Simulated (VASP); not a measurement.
**FeO: single point with PBE+U**

FeO:

```
CELL_PARAMETERS angstrom
0.00000 2.37332 2.37332
2.37332 0.00000 2.37332
2.37332 2.37332 0.00000
ATOMIC_POSITIONS crystal
Fe 0.00000 0.00000 0.00000
O 0.25000 0.25000 0.25000
```

```
Program             : VASP 6.6.1
Task                : single point
Functional          : PBE
Potentials or basis : VASP PAW PBE potentials, release 64 (Fe, O)
Cutoff              : 520 eV
k mesh              : 6 × 6 × 6
Occupations         : gaussian, width 0.05 eV
Spin                : collinear spin, ferromagnetic start
Starting moments    : [3.69, 0.0] μB
Hubbard terms       : Fe d U = 4.0 eV
```

The pressure is -9.1 GPa and the net moment is 4.08 μB per cell. The site moments are Fe +3.88; O +0.21 μB and the valence electrons inside the program's atomic spheres are Fe 6.66; O 4.98.

Levels at points of the mesh, in eV from the Fermi level:
Spin up:
| k point | band 7 | band 8 | band 9 | band 10 | band 11 | band 12 |
| --- | --- | --- | --- | --- | --- | --- |
| (0.00, 0.00, 0.00) | -2.19 | -2.19 | -2.19 | -1.47 | 11.53 | 11.53 |
| (0.50, 0.00, 0.00) | -6.01 | -2.95 | -2.95 | 3.57 | 5.00 | 10.80 |
| (0.50, 0.50, 0.00) | -4.97 | -4.26 | -4.26 | 3.15 | 7.35 | 8.37 |
Spin down:
```
           k point  band 2  band 3  band 4  band 5  band 6  band 7  band 8  band 9
(0.00, 0.00, 0.00)   -5.28   -5.28   -5.28   -1.11    1.02    1.03    1.64    1.64
(0.50, 0.00, 0.00)   -6.79   -5.04   -5.04   -0.40    0.73    0.73    1.29    1.29
(0.50, 0.50, 0.00)   -6.59   -4.97   -4.97   -1.45    0.34    0.34    1.08    1.43
```

Eigenvalues of the final occupation matrices:
| site | spin | trace | eigenvalues |
| --- | --- | --- | --- |
| site 1 d | 1 | 4.90 | 0.97 0.97 0.99 0.99 0.99 |
| site 1 d | 2 | 1.08 | 0.05 0.05 0.32 0.32 0.32 |

It took 16 s on 1 thread of AMD EPYC 9R45 96-Core Processor (Zen 5), on a shared host, peak memory 0.14 GiB.

Caveat: the k points lie up to 0.38 Å⁻¹ apart; a cell with one magnetic atom can't hold antiferromagnetic order, which such compounds often take. The state reached can hang on the start; a lower one may exist.
